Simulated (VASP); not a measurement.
# ScAlN2 (R-3m) in VASP: notebook

Runs on ScAlN2. Level: PBE. Tasks: single point.

Everything below comes from runs of VASP 6.6.1. Logs are shortened: lines on timing, memory, paths and dates and some standing lists are left out, and cuts for length are marked.

### Step 1. The cell of the first run

The structure is trigonal, space group R-3m (No. 166). Conventional cell: a = 3.055 Å, b = 3.055 Å, c = 14.808 Å, α = 90.00°, β = 90.00°, γ = 120.00°. Within 2.9 Å of Sc (site symmetry -3m) lie 6 N at 2.21 Å. Al (site symmetry -3m) has 6 N at 2.10 Å within 2.8 Å. N (site symmetry 3m) has 3 Al at 2.10 Å and 3 Sc at 2.21 Å within 2.8 Å.

### Step 2. Single point, PBE

INCAR reads:

```
SYSTEM = ScAlN2
  ALGO = Normal
  EDIFF = 1E-6
  ENCUT = 520
  GGA = PE
  ISIF = 2
  ISMEAR = 0
  LASPH = .TRUE.
  LCHARG = .TRUE.
  LELF = .TRUE.
  LREAL = .FALSE.
  LVHAR = .TRUE.
  LWAVE = .FALSE.
  NBANDS = 20
  NELM = 60
  PREC = Accurate
  SIGMA = 0.02
```

KPOINTS reads:

```
k-points
0
G
  12 12 12
  0 0 0
```

POSCAR reads:

```
ScAlN2
1.0
    1.5276657506      0.8819982324      4.9360877520
   -1.5276657506      0.8819982324      4.9360877520
    0.0000000000     -1.7639964647      4.9360877520
Sc Al N
1 1 2
Direct
    0.0000000000      0.0000000000      0.0000000000
    0.5000000000      0.5000000000      0.5000000000
    0.2435552767      0.2435552767      0.2435552767
    0.7564447233      0.7564447233      0.7564447233
```

Potentials or basis: VASP PAW PBE potentials, release 64 (Sc_sv, Al, N).

Run with:

```bash
> cat potpaw_PBE.64/Sc_sv/POTCAR potpaw_PBE.64/Al/POTCAR potpaw_PBE.64/N/POTCAR > POTCAR
> mpirun -np 1 vasp_std > vasp.out
```

OUTCAR:

```text
SYSTEM = ScAlN2
   EDIFF = 1E-6
   ENCUT = 520
   GGA = PE
   ISIF = 2
   ISMEAR = 0
   LASPH = .TRUE.
   LREAL = .FALSE.
   NELM = 60
   PREC = Accurate

 ion  position               nearest neighbor table
   1  0.000  0.000  0.000-   4 2.21   4 2.21   3 2.21   3 2.21   4 2.21   3 2.21   2 3.03   2 3.03
                             2 3.03   2 3.03   2 3.03   2 3.03
   2  0.500  0.500  0.500-   3 2.10   3 2.10   4 2.10   4 2.10   3 2.10   4 2.10   1 3.03   1 3.03
                             1 3.03   1 3.03   1 3.03   1 3.03
   3  0.244  0.244  0.244-   2 2.10   2 2.10   2 2.10   1 2.21   1 2.21   1 2.21
   4  0.756  0.756  0.756-   2 2.10   2 2.10   2 2.10   1 2.21   1 2.21   1 2.21

  LATTYP: Found a trigonal (rhomboedric) cell.
 ALAT       =     5.2418170345
 COS(alpha) =     0.8301275446

  Lattice vectors:

 A1 = (   1.5276657506,   0.8819982324,   4.9360877520)
 A2 = (  -1.5276657506,   0.8819982324,   4.9360877520)
 A3 = (   0.0000000000,  -1.7639964647,   4.9360877520)

Analysis of symmetry for initial positions (statically):
=====================================================================
 Subroutine PRICEL returns:
 Original cell was already a primitive cell.

 Routine SETGRP: Setting up the symmetry group for a
 trigonal (rhombohedral) supercell.

 Subroutine GETGRP returns: Found 12 space group operations
 (whereof 12 operations were pure point group operations)
 out of a pool of 12 trial point group operations.

The static configuration has the point symmetry D_3d.

Analysis of symmetry for dynamics (positions and initial velocities):
=====================================================================
 Subroutine PRICEL returns:
 Original cell was already a primitive cell.

 Routine SETGRP: Setting up the symmetry group for a
 trigonal (rhombohedral) supercell.

 Subroutine GETGRP returns: Found 12 space group operations
 (whereof 12 operations were pure point group operations)
 out of a pool of 12 trial point group operations.

The dynamic configuration has the point symmetry D_3d.

 Subroutine INISYM returns: Found 12 space group operations
 (whereof 12 operations are pure point group operations),
 and found     1 'primitive' translations

----------------------------------------------------------------------------------------

                                     Primitive cell

  volume of cell :      39.9053

  direct lattice vectors                    reciprocal lattice vectors
     1.527665751  0.881998232  4.936087752     0.327296727  0.188964853  0.067529864
    -1.527665751  0.881998232  4.936087752    -0.327296727  0.188964853  0.067529864
     0.000000000 -1.763996465  4.936087752     0.000000000 -0.377929707  0.067529864

  length of vectors
     5.241817034  5.241817034  5.241817034     0.383915545  0.383915545  0.383915545

  position of ions in fractional coordinates (direct lattice)
     0.000000000  0.000000000  0.000000000
     0.500000000  0.500000000  0.500000000
     0.243555277  0.243555277  0.243555277
     0.756444723  0.756444723  0.756444723

  ion indices of the primitive-cell ions
   primitive index   ion index
                 1           1
                 2           2
                 3           3
                 4           4

----------------------------------------------------------------------------------------

 KPOINTS: k-points

Automatic generation of k-mesh.
 Grid dimensions read from file:
 generate k-points for:   12   12   12

 Generating k-lattice:

  Cartesian coordinates                     Fractional coordinates (reciprocal lattice)
     0.027274727  0.015747071  0.005627489     0.083333333 -0.000000000  0.000000000
    -0.027274727  0.015747071  0.005627489    -0.000000000  0.083333333  0.000000000
     0.000000000 -0.031494142  0.005627489     0.000000000  0.000000000  0.083333333

  Length of vectors
     0.031992962  0.031992962  0.031992962

  Shift w.r.t. Gamma in fractional coordinates (k-lattice)
     0.000000000  0.000000000  0.000000000

 Subroutine IBZKPT returns following result:
 ===========================================

 Found    189 irreducible k-points:

 Following reciprocal coordinates:
            Coordinates               Weight
  0.000000  0.000000  0.000000      1.000000
  0.083333  0.000000 -0.000000      6.000000
  0.166667 -0.000000 -0.000000      6.000000
  0.250000 -0.000000 -0.000000      6.000000
  0.333333 -0.000000  0.000000      6.000000
  0.416667  0.000000 -0.000000      6.000000
[... 16 lines left out ...]
  0.500000  0.166667  0.000000     12.000000
 -0.416667  0.166667  0.000000     12.000000
 [... further k-points ...]
   k-points           NKPTS =    189   k-points in BZ     NKDIM =    189   number of bands    NBANDS=     20
   number of dos      NEDOS =    301   number of ions     NIONS =      4
   total plane-waves  NPLWV =  64000
   dimension x,y,z NGX =    40 NGY =   40 NGZ =   40
   dimension x,y,z NGXF=    80 NGYF=   80 NGZF=   80
   ions per type =               1   1   2
   NGX,Y,Z   is equivalent  to a cutoff of  12.69, 12.69, 12.69 a.u.
   NGXF,Y,Z  is equivalent  to a cutoff of  25.37, 25.37, 25.37 a.u.
 SYSTEM =  ScAlN2
   PREC   = accura    normal or accurate (medium, high low for compatibility)
   ISTART =      0    job   : 0-new  1-cont  2-samecut
   ICHARG =      2    charge: 1-file 2-atom 10-const
   ISPIN  =      1    spin polarized calculation?
   LNONCOLLINEAR =      F non collinear calculations
   LSORBIT =      F    spin-orbit coupling
   LASPH  =      T    aspherical Exc in radial PAW
   ENCUT  =  520.0 eV  38.22 Ry    6.18 a.u.   9.75  9.75  9.75*2*pi/ulx,y,z
   NELM   =     60;   NELMIN=  2; NELMDL= -5     # of ELM steps
   EDIFF  = 0.1E-05   stopping-criterion for ELM
   LREAL  =      F    real-space projection
   EDIFFG = 0.1E-04   stopping-criterion for IOM
   NSW    =      0    number of steps for IOM
   IBRION =     -1    ionic relax: 0-MD 1-quasi-New 2-CG
   NFREE  =      0    steps in history (QN), initial steepest desc. (CG)
   ISIF   =      2    stress and relaxation
   ISYM   =      2    0-nonsym 1-usesym 2-fastsym
   POTIM  = 0.5000    time-step for ionic-motion
   TEBEG  =    0.0;   TEEND  =   0.0 temperature during run
   PSTRESS=    0.0 pullay stress
   NELECT =      24.0000    total number of electrons
   NUPDOWN=      -1.0000    fix difference up-down
   EMIN   =  10.00;   EMAX   =-10.00  energy-range for DOS
   EFERMI =   0.00;   METHOD = LEGACY
   ISMEAR =     0;   SIGMA  =   0.02  broadening in eV -4-tet -1-fermi 0-gaus
   EFERMI_NEDOS =   21; number of points for ismear=-14 and -15
   IALGO  =     38    algorithm
   IMIX   =      4    mixing-type and parameters
     AMIX     =   0.40;   BMIX     =  1.00
     AMIX_MAG =   1.60;   BMIX_MAG =  1.00
  volume/ion in A,a.u.               =       9.98        67.32
  Fermi-wavevector in a.u.,A,eV,Ry     =   1.381874  2.611364 25.981364  1.909576
  Thomas-Fermi vector in A             =   2.506618
   LORBIT       =      0    0 simple, 1 ext, 2 COOP (PROOUT), +10 PAW based schemes
   GGA     = PE    functional components
   LHFCALC =     F    Hartree Fock is set to
   AEXX    =    0.0000 exact exchange contribution
   IVDW    =     0    specifies the selected vdW correction
   LEPSILON=     F    determine dielectric tensor
   LRPA    =     F    only Hartree local field effects (RPA)
 non-spin polarized calculation
 Gauss-broadening in eV      SIGMA  =   0.02
  energy-cutoff  :      520.00
  volume of cell :       39.91
 maximum number of plane-waves:      1087
   NGX = 19   NGY = 19   NGZ = 19

 number of electron      24.0000000 magnetization

 Free energy of the ion-electron system (eV)
  ---------------------------------------------------
  ext. energy  EPLUGINS =         0.00000000
  ---------------------------------------------------
  free energy    TOTEN  =       -32.59174049 eV

  energy without entropy =      -32.59174049  energy(sigma->0) =      -32.59174049

 E-fermi :   7.6102     XC(G=0): -12.0229

 val. band max:        7.5302699072   @ k =   0.0000   0.0000   0.0000
 cond. band min:       8.3119757765   @ k =   0.5000   0.5000  -0.0000
 fundamental gap:      0.7817058693
 Fermi energy:         7.6101974277

 k-point     1 :       0.0000    0.0000    0.0000
  band No.  band energies     occupation
      1     -40.8644      2.00000
      2     -19.6805      2.00000
      3     -19.2240      2.00000
      4     -19.2240      2.00000
      5      -8.2871      2.00000
      6      -5.4448      2.00000
[... 12 lines left out ...]
     19      13.1983      0.00000
     20      18.6508      0.00000

 k-point     2 :       0.0833    0.0000   -0.0000
  band No.  band energies     occupation
      1     -40.8577      2.00000
      2     -19.6681      2.00000
      3     -19.2744      2.00000
      4     -19.2340      2.00000
      5      -8.1705      2.00000
      6      -5.4505      2.00000
[... 12 lines left out ...]
     19      14.0262      0.00000
     20      18.1744      0.00000

 k-point     3 :       0.1667   -0.0000   -0.0000
  band No.  band energies     occupation
      1     -40.8394      2.00000
      2     -19.6341      2.00000
      3     -19.4095      2.00000
      4     -19.2613      2.00000
      5      -7.8406      2.00000
      6      -5.4577      2.00000
[... 12 lines left out ...]
     19      15.0952      0.00000
     20      17.5630      0.00000

 k-point     4 :       0.2500   -0.0000   -0.0000
  band No.  band energies     occupation
      1     -40.8142      2.00000
      2     -19.5996      2.00000
      3     -19.5761      2.00000
      4     -19.2982      2.00000
      5      -7.3580      2.00000
      6      -5.4449      2.00000
[... 12 lines left out ...]
     19      15.8999      0.00000
     20      17.5181      0.00000

 k-point     5 :       0.3333   -0.0000    0.0000
  band No.  band energies     occupation
      1     -40.7889      2.00000
      2     -19.7636      2.00000
      3     -19.5377      2.00000
      4     -19.3349      2.00000
      5      -6.8324      2.00000
      6      -5.3922      2.00000
[... 12 lines left out ...]
     19      16.6059      0.00000
     20      17.4389      0.00000

 k-point     6 :       0.4167    0.0000   -0.0000
  band No.  band energies     occupation
      1     -40.7703      2.00000
      2     -19.8871      2.00000
      3     -19.5025      2.00000
      4     -19.3615      2.00000
      5      -6.4260      2.00000
      6      -5.3003      2.00000
[... 12 lines left out ...]
     19      16.7941      0.00000
     20      17.3677      0.00000

 k-point     7 :       0.5000   -0.0000   -0.0000
  band No.  band energies     occupation
      1     -40.7634      2.00000
      2     -19.9317      2.00000
      3     -19.4896      2.00000
      4     -19.3712      2.00000
      5      -6.2789      2.00000
      6      -5.2432      2.00000
[... 12 lines left out ...]
     19      16.7039      0.00000
     20      17.5319      0.00000
[... 277 lines left out ...]
 k-point    20 :       0.2500    0.1667   -0.0000
  band No.  band energies     occupation
      1     -40.8234      2.00000
      2     -19.6063      2.00000
      3     -19.5141      2.00000
      4     -19.2941      2.00000
      5      -7.4721      2.00000
      6      -5.5553      2.00000
[... 12 lines left out ...]
     19      15.8169      0.00000
     20      17.1186      0.00000

 k-point    21 :       0.3333    0.1667   -0.0000
  band No.  band energies     occupation
      1     -40.8016      2.00000
      2     -19.6413      2.00000
      3     -19.5653      2.00000
      4     -19.3527      2.00000
      5      -7.0297      2.00000
      6      -5.5169      2.00000
[... 12 lines left out ...]
     19      16.6016      0.00000
     20      17.0046      0.00000

 k-point    22 :       0.4167    0.1667   -0.0000
  band No.  band energies     occupation
      1     -40.7796      2.00000
      2     -19.7583      2.00000
      3     -19.5244      2.00000
      4     -19.4176      2.00000
      5      -6.5739      2.00000
      6      -5.4143      2.00000
[... 12 lines left out ...]
     19      17.0060      0.00000
     20      17.3456      0.00000

 k-point    23 :       0.5000    0.1667    0.0000
  band No.  band energies     occupation
      1     -40.7635      2.00000
      2     -19.8401      2.00000
      3     -19.4943      2.00000
      4     -19.4668      2.00000
      5      -6.2223      2.00000
      6      -5.3066      2.00000
[... 12 lines left out ...]
     19      17.2438      0.00000
     20      17.8199      0.00000

 k-point    24 :      -0.4167    0.1667    0.0000
  band No.  band energies     occupation
      1     -40.7576      2.00000
      2     -19.8695      2.00000
      3     -19.4885      2.00000
      4     -19.4794      2.00000
      5      -6.0495      2.00000
      6      -5.3172      2.00000
[... 12 lines left out ...]
     19      16.9678      0.00000
     20      17.8554      0.00000

 [... further k-points ...]
[... 5 lines left out ...]
  --------------------------------------------------------------------------------------
  -------------------------------------------------------------------------------------
  Total        0.1301825      0.1301825      0.1526104      0.0000000      0.0000000      0.0000000
  in kB        5.2267635      5.2267635      6.1272364      0.0000000      0.0000000      0.0000000
  external PRESSURE =       5.5269211 kB  Pullay stress =       0.0000000 kB

 VOLUME and BASIS-vectors are now :
 -----------------------------------------------------------------------------
  energy-cutoff  :      520.00
  volume of cell :       39.91
      direct lattice vectors                 reciprocal lattice vectors
     1.527665751  0.881998232  4.936087752     0.327296727  0.188964853  0.067529864
    -1.527665751  0.881998232  4.936087752    -0.327296727  0.188964853  0.067529864
     0.000000000 -1.763996465  4.936087752     0.000000000 -0.377929707  0.067529864

 POSITION                                       TOTAL-FORCE (eV/Angst)
 -----------------------------------------------------------------------------------
      0.00000      0.00000      0.00000         0.000000     -0.000000      0.000000
      0.00000      0.00000      7.40413        -0.000000      0.000000      0.000000
      0.00000      0.00000      3.60663         0.000000     -0.000000     -0.072160
      0.00000      0.00000     11.20163         0.000000      0.000000      0.072160
 -----------------------------------------------------------------------------------
    total drift:                               -0.000000     -0.000000      0.000000

  FREE ENERGIE OF THE ION-ELECTRON SYSTEM (eV)
  ---------------------------------------------------
  free  energy   TOTEN  =       -32.5917404934 eV

  energy  without entropy=      -32.5917404934  energy(sigma->0) =      -32.59174049
```

It took 6.1 min on 1 thread of Intel Xeon 6975P-C, shared host; peak memory 0.35 GiB.

What came out:

* Free energy: -32.5917 eV
* Pressure: 0.6 GPa
* Largest force: 0.072 eV/Å
* Band gap on the k mesh: 0.78 eV, indirect (least direct gap 2.60 eV)

Forces on the atoms (eV/Å):
```
Sc   0.000  0.000  0.000
Al   0.000  0.000  0.000
N    0.000  0.000 -0.072
N    0.000  0.000  0.072
```

### Step 3. Single point, PBE

INCAR reads:

```
SYSTEM = ScAlN2
  PREC = Accurate
  ENCUT = 600
  EDIFF = 1E-6
  ISMEAR = 0
  SIGMA = 0.15
  LREAL = .False.
  LASPH = .True.
  NELM = 120
  ALGO = Normal
  ISIF = 2
  LWAVE = .False.
  LCHARG = .False.
  GGA = PE
  NBANDS = 20
  GGA_COMPAT = .False.
```

KPOINTS reads:

```
regular mesh
0
Gamma
  5 5 5
  0 0 0
```

POSCAR reads:

```
ScAlN2
1.0
    1.5277749513      0.8820612794      4.9402850092
   -1.5277749513      0.8820612794      4.9402850092
    0.0000000000     -1.7641225588      4.9402850092
Sc Al N
1 1 2
Direct
    0.5000000000      0.5000000000      0.5000000000
    0.0000000000      0.0000000000      0.0000000000
    0.2564587385      0.2564587385      0.2564587385
    0.7435412615      0.7435412615      0.7435412615
```

Potentials or basis: VASP PAW PBE potentials, release 64 (Sc_sv, Al, N).

Run with:

```bash
> cat potpaw_PBE.64/Sc_sv/POTCAR potpaw_PBE.64/Al/POTCAR potpaw_PBE.64/N/POTCAR > POTCAR
> mpirun -np 1 vasp_std > vasp.out
```

Wall time 92 s (1 thread of Intel Xeon 8259CL, shared host); peak memory 0.26 GiB.

The run converged. Its results:

```yaml
Free_energy: -32.5794 eV
Pressure: 0.3 GPa
Largest_force: 0.073 eV/Å
Band_gap_on_the_k_mesh: 0.97 eV, indirect (least direct gap 2.62 eV)
```

Forces on the atoms (eV/Å):
```
Sc   0.000  0.000  0.000
Al   0.000  0.000  0.000
N    0.000  0.000  0.073
N    0.000  0.000 -0.073
```

Stress tensor (GPa, compression positive):
```
 0.47  0.00  0.00
 0.00  0.47  0.00
 0.00  0.00 -0.12
```

Levels at points of the mesh, in eV from the valence-band top:
| k point | band 9 | band 10 | band 11 | band 12 | band 13 | band 14 | band 15 | band 16 |
| --- | --- | --- | --- | --- | --- | --- | --- | --- |
| (0.00, 0.00, 0.00) | -2.29 | -0.34 | -0.34 | 0.00 | 3.01 | 3.18 | 3.18 | 4.86 |

Caveat: the k points lie up to 0.48 Å⁻¹ apart. A k mesh can miss the band edges.

(Continued in part 2 of 2.)
